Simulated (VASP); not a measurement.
# Ge (Pnnm) in VASP: single point with PBE

Aim: the single point of Ge with PBE.

All numbers are computed with VASP 6.6.1; they aren't measurements. Logs are shortened: lines on timing, memory, paths and dates and some standing lists are left out, and cuts for length are marked.

## Step 1: The cell of the first run

It takes space group Pnnm (No. 58, orthorhombic). Conventional cell: a = 4.064 Å, b = 7.168 Å, c = 11.525 Å, α = 90.00°, β = 90.00°, γ = 90.00°. Ge (site symmetry 1) has 5 Ge at 2.51 to 3.41 Å within 3.5 Å. Within 3.5 Å of Ge (site symmetry m) lie 6 Ge at 2.51 to 3.41 Å.

The cell was generated, and may not be a known phase.

## Step 2: Single point, PBE

File INCAR:

```
PREC     = Accurate       # precision mode
ENCUT    = 520            # plane-wave cutoff, eV
EDIFF    = 1E-6           # SCF threshold, eV
ISMEAR   = 0              # smearing method
SIGMA    = 0.1            # smearing width, eV
LREAL    = False          # projectors in reciprocal space
LASPH    = True           # aspherical terms in the spheres
NELM     = 60             # most SCF steps
ALGO     = Normal         # electronic algorithm
ISIF     = 2              # what is computed and relaxed
LWAVE    = False          # write WAVECAR
LCHARG   = True           # write CHGCAR
GGA      = PE             # functional
LELF     = True           # ELF
LVHAR    = True         
NBANDS   = 96             # bands
```

File KPOINTS:

```
Automatic mesh
0
Gamma
  4 4 2
```

File POSCAR:

```
Ge
1.0
    4.0639176159      0.0000000000      0.0000000000
    0.0000000000      7.1680129139      0.0000000000
    0.0000000000      0.0000000000     11.5245865959
Ge
12
Direct
    0.9106888566      0.3284867238      0.2092015557
    0.4106888566      0.1715132762      0.2907984443
    0.5893111434      0.8284867238      0.2907984443
    0.0893111434      0.6715132762      0.2092015557
    0.0893111434      0.6715132762      0.7907984443
    0.5893111434      0.8284867238      0.7092015557
    0.4106888566      0.1715132762      0.7092015557
    0.9106888566      0.3284867238      0.7907984443
    0.7468348527      0.8945677273      0.5000000000
    0.2468348527      0.6054322727      0.0000000000
    0.7531651473      0.3945677273      0.0000000000
    0.2531651473      0.1054322727      0.5000000000
```

Potentials or basis: VASP PAW PBE potentials, release 64 (Ge_d).

On the command line:

```bash
cat potpaw_PBE.64/Ge_d/POTCAR > POTCAR
mpirun -np 1 vasp_std > vasp.out
```

OUTCAR:

```text
PREC = Accurate
   ENCUT = 520
   EDIFF = 1E-6
   ISMEAR = 0
   LREAL = False
   LASPH = True
   NELM = 60
   ISIF = 2
   GGA = PE

 ion  position               nearest neighbor table
   1  0.911  0.328  0.209-   2 2.51   2 2.51  11 2.54   4 2.56
   2  0.411  0.172  0.291-   1 2.51   1 2.51  12 2.54   3 2.56
   3  0.589  0.828  0.291-   4 2.51   4 2.51   9 2.54   2 2.56
   4  0.089  0.672  0.209-   3 2.51   3 2.51  10 2.54   1 2.56
   5  0.089  0.672  0.791-   6 2.51   6 2.51  10 2.54   8 2.56
   6  0.589  0.828  0.709-   5 2.51   5 2.51   9 2.54   7 2.56
   7  0.411  0.172  0.709-   8 2.51   8 2.51  12 2.54   6 2.56
   8  0.911  0.328  0.791-   7 2.51   7 2.51  11 2.54   5 2.56
   9  0.747  0.895  0.500-  12 2.51   6 2.54   3 2.54  12 2.55
  10  0.247  0.605  0.000-  11 2.51   5 2.54   4 2.54  11 2.55
  11  0.753  0.395  0.000-  10 2.51   8 2.54   1 2.54  10 2.55
  12  0.253  0.105  0.500-   9 2.51   7 2.54   2 2.54   9 2.55

  LATTYP: Found a simple orthorhombic cell.
 ALAT       =     4.0639176159
 B/A-ratio  =     1.7638184608
 C/A-ratio  =     2.8358317479

  Lattice vectors:

 A1 = (   4.0639176159,   0.0000000000,   0.0000000000)
 A2 = (   0.0000000000,   7.1680129139,   0.0000000000)
 A3 = (   0.0000000000,   0.0000000000,  11.5245865959)

Analysis of symmetry for initial positions (statically):
=====================================================================
 Subroutine PRICEL returns:
 Original cell was already a primitive cell.

 Routine SETGRP: Setting up the symmetry group for a
 simple orthorhombic supercell.

 Subroutine GETGRP returns: Found  8 space group operations
 (whereof  4 operations were pure point group operations)
 out of a pool of  8 trial point group operations.

The static configuration has the point symmetry C_2h.
 The point group associated with its full space group is D_2h.

Analysis of symmetry for dynamics (positions and initial velocities):
=====================================================================
 Subroutine PRICEL returns:
 Original cell was already a primitive cell.

 Routine SETGRP: Setting up the symmetry group for a
 simple orthorhombic supercell.

 Subroutine GETGRP returns: Found  8 space group operations
 (whereof  4 operations were pure point group operations)
 out of a pool of  8 trial point group operations.

The dynamic configuration has the point symmetry C_2h.
 The point group associated with its full space group is D_2h.

 Subroutine INISYM returns: Found  8 space group operations
 (whereof  4 operations are pure point group operations),
 and found     1 'primitive' translations

----------------------------------------------------------------------------------------

                                     Primitive cell

  volume of cell :     335.7137

  direct lattice vectors                    reciprocal lattice vectors
     4.063917616  0.000000000  0.000000000     0.246067980  0.000000000  0.000000000
     0.000000000  7.168012914  0.000000000     0.000000000  0.139508677  0.000000000
     0.000000000  0.000000000 11.524586596     0.000000000  0.000000000  0.086771008

  length of vectors
     4.063917616  7.168012914 11.524586596     0.246067980  0.139508677  0.086771008

  position of ions in fractional coordinates (direct lattice)
     0.910688857  0.328486724  0.209201556
     0.410688857  0.171513276  0.290798444
     0.589311143  0.828486724  0.290798444
     0.089311143  0.671513276  0.209201556
     0.089311143  0.671513276  0.790798444
     0.589311143  0.828486724  0.709201556
     0.410688857  0.171513276  0.709201556
     0.910688857  0.328486724  0.790798444
     0.746834853  0.894567727  0.500000000
     0.246834853  0.605432273  0.000000000
     0.753165147  0.394567727  0.000000000
     0.253165147  0.105432273  0.500000000

  ion indices of the primitive-cell ions
   primitive index   ion index
                 1           1
                 2           2
                 3           3
                 4           4
                 5           5
                 6           6
                 7           7
                 8           8
                 9           9
                10          10
                11          11
                12          12

----------------------------------------------------------------------------------------

 KPOINTS: Automatic mesh

Automatic generation of k-mesh.
 Grid dimensions read from file:
 generate k-points for:    4    4    2

 Generating k-lattice:

  Cartesian coordinates                     Fractional coordinates (reciprocal lattice)
     0.061516995  0.000000000  0.000000000     0.250000000  0.000000000  0.000000000
     0.000000000  0.034877169  0.000000000     0.000000000  0.250000000  0.000000000
     0.000000000  0.000000000  0.043385504     0.000000000  0.000000000  0.500000000

  Length of vectors
     0.061516995  0.034877169  0.043385504

  Shift w.r.t. Gamma in fractional coordinates (k-lattice)
     0.000000000  0.000000000  0.000000000

 Subroutine IBZKPT returns following result:
 ===========================================

 Found     18 irreducible k-points:

 Following reciprocal coordinates:
            Coordinates               Weight
  0.000000  0.000000  0.000000      1.000000
  0.250000  0.000000  0.000000      2.000000
  0.500000  0.000000  0.000000      1.000000
  0.000000  0.250000  0.000000      2.000000
  0.250000  0.250000  0.000000      4.000000
  0.500000  0.250000  0.000000      2.000000
[... 10 lines left out ...]
  0.250000  0.500000  0.500000      2.000000
  0.500000  0.500000  0.500000      1.000000
   k-points           NKPTS =     18   k-points in BZ     NKDIM =     18   number of bands    NBANDS=     96
   number of dos      NEDOS =    301   number of ions     NIONS =     12
   total plane-waves  NPLWV = 145800
   dimension x,y,z NGX =    30 NGY =   54 NGZ =   90
   dimension x,y,z NGXF=    60 NGYF=  108 NGZF=  180
   ions per type =              12
   NGX,Y,Z   is equivalent  to a cutoff of  12.27, 12.52, 12.98 a.u.
   NGXF,Y,Z  is equivalent  to a cutoff of  24.54, 25.05, 25.97 a.u.
 SYSTEM =  unknown system
   PREC   = accura    normal or accurate (medium, high low for compatibility)
   ISTART =      0    job   : 0-new  1-cont  2-samecut
   ICHARG =      2    charge: 1-file 2-atom 10-const
   ISPIN  =      1    spin polarized calculation?
   LNONCOLLINEAR =      F non collinear calculations
   LSORBIT =      F    spin-orbit coupling
   LASPH  =      T    aspherical Exc in radial PAW
   ENCUT  =  520.0 eV  38.22 Ry    6.18 a.u.   7.56 13.33 21.43*2*pi/ulx,y,z
   NELM   =     60;   NELMIN=  2; NELMDL= -5     # of ELM steps
   EDIFF  = 0.1E-05   stopping-criterion for ELM
   LREAL  =      F    real-space projection
   EDIFFG = 0.1E-04   stopping-criterion for IOM
   NSW    =      0    number of steps for IOM
   IBRION =     -1    ionic relax: 0-MD 1-quasi-New 2-CG
   NFREE  =      0    steps in history (QN), initial steepest desc. (CG)
   ISIF   =      2    stress and relaxation
   ISYM   =      2    0-nonsym 1-usesym 2-fastsym
   POTIM  = 0.5000    time-step for ionic-motion
   TEBEG  =    0.0;   TEEND  =   0.0 temperature during run
   PSTRESS=    0.0 pullay stress
   NELECT =     168.0000    total number of electrons
   NUPDOWN=      -1.0000    fix difference up-down
   EMIN   =  10.00;   EMAX   =-10.00  energy-range for DOS
   EFERMI =   0.00;   METHOD = LEGACY
   ISMEAR =     0;   SIGMA  =   0.10  broadening in eV -4-tet -1-fermi 0-gaus
   EFERMI_NEDOS =   21; number of points for ismear=-14 and -15
   IALGO  =     38    algorithm
   IMIX   =      4    mixing-type and parameters
     AMIX     =   0.40;   BMIX     =  1.00
     AMIX_MAG =   1.60;   BMIX_MAG =  1.00
  volume/ion in A,a.u.               =      27.98       188.79
  Fermi-wavevector in a.u.,A,eV,Ry     =   1.299735  2.456144 22.984483  1.689312
  Thomas-Fermi vector in A             =   2.430980
   LORBIT       =      0    0 simple, 1 ext, 2 COOP (PROOUT), +10 PAW based schemes
   GGA     = PE    functional components
   LHFCALC =     F    Hartree Fock is set to
   AEXX    =    0.0000 exact exchange contribution
   IVDW    =     0    specifies the selected vdW correction
   LEPSILON=     F    determine dielectric tensor
   LRPA    =     F    only Hartree local field effects (RPA)
 non-spin polarized calculation
 Gauss-broadening in eV      SIGMA  =   0.10
  energy-cutoff  :      520.00
  volume of cell :      335.71
 maximum number of plane-waves:      9080
   NGX = 15   NGY = 27   NGZ = 43

 number of electron     168.0000073 magnetization

 Free energy of the ion-electron system (eV)
  ---------------------------------------------------
  ext. energy  EPLUGINS =         0.00000000
  ---------------------------------------------------
  free energy    TOTEN  =       -50.84185375 eV

  energy without entropy =      -50.84125105  energy(sigma->0) =      -50.84155240

 E-fermi :   3.1079     XC(G=0):  -8.7121

 val. band max:        2.9379869442   @ k =   0.0000   0.0000   0.0000
 cond. band min:       3.2679800544   @ k =   0.0000   0.5000   0.5000
 fundamental gap:      0.3299931102
 Fermi energy:         3.1079312150

 k-point     1 :       0.0000    0.0000    0.0000
  band No.  band energies     occupation
      1     -21.6781      2.00000
      2     -21.6672      2.00000
      3     -21.6604      2.00000
      4     -21.6512      2.00000
      5     -21.6117      2.00000
      6     -21.6088      2.00000
[... 88 lines left out ...]
     95       6.2695      0.00000
     96       6.2736      0.00000

 k-point     2 :       0.2500    0.0000    0.0000
  band No.  band energies     occupation
      1     -21.6768      2.00000
      2     -21.6680      2.00000
      3     -21.6535      2.00000
      4     -21.6437      2.00000
      5     -21.6251      2.00000
      6     -21.6142      2.00000
[... 1573 lines left out ...]
     95       6.7230      0.00000
     96       6.7230      0.00000

 k-point    18 :       0.5000    0.5000    0.5000
  band No.  band energies     occupation
      1     -21.6475      2.00000
      2     -21.6475      2.00000
      3     -21.6350      2.00000
      4     -21.6350      2.00000
      5     -21.6328      2.00000
      6     -21.6328      2.00000
[... 88 lines left out ...]
     95       7.2602      0.00000
     96       7.2602      0.00000

------------------------ aborting loop because EDIFF is reached ----------------------------------------

  FORCE on cell =-STRESS in cart. coord.  units (eV):
  Direction    XX          YY          ZZ          XY          YZ          ZX
  --------------------------------------------------------------------------------------
  -------------------------------------------------------------------------------------
  Total       -0.1351415      0.1475521     -0.0872780     -0.0000000      0.0000000      0.0000000
  in kB       -0.6449565      0.7041852     -0.4165302     -0.0000000      0.0000000      0.0000000
  external PRESSURE =      -0.1191005 kB  Pullay stress =       0.0000000 kB

 VOLUME and BASIS-vectors are now :
 -----------------------------------------------------------------------------
  energy-cutoff  :      520.00
  volume of cell :      335.71
      direct lattice vectors                 reciprocal lattice vectors
     4.063917616  0.000000000  0.000000000     0.246067980  0.000000000  0.000000000
     0.000000000  7.168012914  0.000000000     0.000000000  0.139508677  0.000000000
     0.000000000  0.000000000 11.524586596     0.000000000  0.000000000  0.086771008

 POSITION                                       TOTAL-FORCE (eV/Angst)
 -----------------------------------------------------------------------------------
      3.70096      2.35460      2.41096         0.002232     -0.001160     -0.003659
      1.66901      1.22941      3.35133         0.002232      0.001160      0.003659
      2.39491      5.93860      3.35133        -0.002232     -0.001160      0.003659
      0.36295      4.81342      2.41096        -0.002232      0.001160     -0.003659
      0.36295      4.81342      9.11363        -0.002232      0.001160      0.003659
      2.39491      5.93860      8.17325        -0.002232     -0.001160     -0.003659
      1.66901      1.22941      8.17325         0.002232      0.001160     -0.003659
      3.70096      2.35460      9.11363         0.002232     -0.001160      0.003659
      3.03508      6.41227      5.76229         0.009061     -0.011982     -0.000000
      1.00312      4.33975      0.00000         0.009061      0.011982     -0.000000
      3.06080      2.82827      0.00000        -0.009061     -0.011982      0.000000
      1.02884      0.75574      5.76229        -0.009061      0.011982      0.000000
 -----------------------------------------------------------------------------------
    total drift:                                0.000000      0.000000     -0.000000

  FREE ENERGIE OF THE ION-ELECTRON SYSTEM (eV)
  ---------------------------------------------------
  free  energy   TOTEN  =       -50.8418537507 eV

  energy  without entropy=      -50.8412510521  energy(sigma->0) =      -50.84155240
```

Wall time 13 min (1 thread of Intel Xeon Platinum 8259CL at 2.50GHz (Skylake/Cascade Lake), shared host); peak memory 0.6 GiB.

What came out:

```
Free energy            : -50.8419 eV
Pressure               : 0.0 GPa
Largest force          : 0.015 eV/Å
Band gap on the k mesh : zero (bands 84 and 85 overlap by 0.35 eV)
```

Forces on the atoms (eV/Å):
```
Ge   0.002 -0.001 -0.004
Ge   0.002  0.001  0.004
Ge  -0.002 -0.001  0.004
Ge  -0.002  0.001 -0.004
Ge  -0.002  0.001  0.004
Ge  -0.002 -0.001 -0.004
Ge   0.002  0.001 -0.004
Ge   0.002 -0.001  0.004
Ge   0.009 -0.012  0.000
Ge   0.009  0.012  0.000
Ge  -0.009 -0.012  0.000
Ge  -0.009  0.012  0.000
```

Stress tensor (GPa, compression positive):
```
-0.06  0.00  0.00
 0.00  0.07  0.00
 0.00  0.00 -0.04
```

Levels at points of the mesh, in eV from the Fermi level:
```csv
k point,band 80,band 81,band 82,band 83,band 84,band 85,band 86,band 87,band 88,band 89
"(0.00, 0.00, 0.00)",-1.14,-1.12,-0.48,-0.35,-0.17,0.67,0.67,0.70,0.84,1.08
"(0.50, 0.00, 0.00)",-2.20,-1.38,-1.38,-1.30,-1.30,0.30,0.30,1.31,1.31,1.84
"(0.00, 0.50, 0.00)",-1.59,-1.10,-1.10,-0.93,-0.93,0.82,0.82,1.41,1.41,1.48
"(0.50, 0.50, 0.00)",-2.68,-1.20,-1.20,-1.16,-1.16,0.56,0.56,1.00,1.00,1.19
"(0.00, 0.00, 0.50)",-1.07,-0.84,-0.84,-0.41,-0.41,0.29,0.29,1.43,1.43,1.51
"(0.50, 0.00, 0.50)",-1.87,-1.85,-1.85,-1.49,-1.49,0.76,0.76,1.85,1.85,2.20
"(0.00, 0.50, 0.50)",-1.57,-0.87,-0.87,0.16,0.16,0.23,0.23,1.29,1.29,1.29
"(0.50, 0.50, 0.50)",-1.71,-1.54,-1.54,-1.05,-1.05,-0.19,-0.19,0.60,0.60,1.37
```

Caveat: the k points lie up to 0.39 Å⁻¹ apart; semilocal functionals underestimate gaps, and a narrow one can read as zero.

The gap in the log of VASP goes by the Fermi energy; the results here count the filled bands.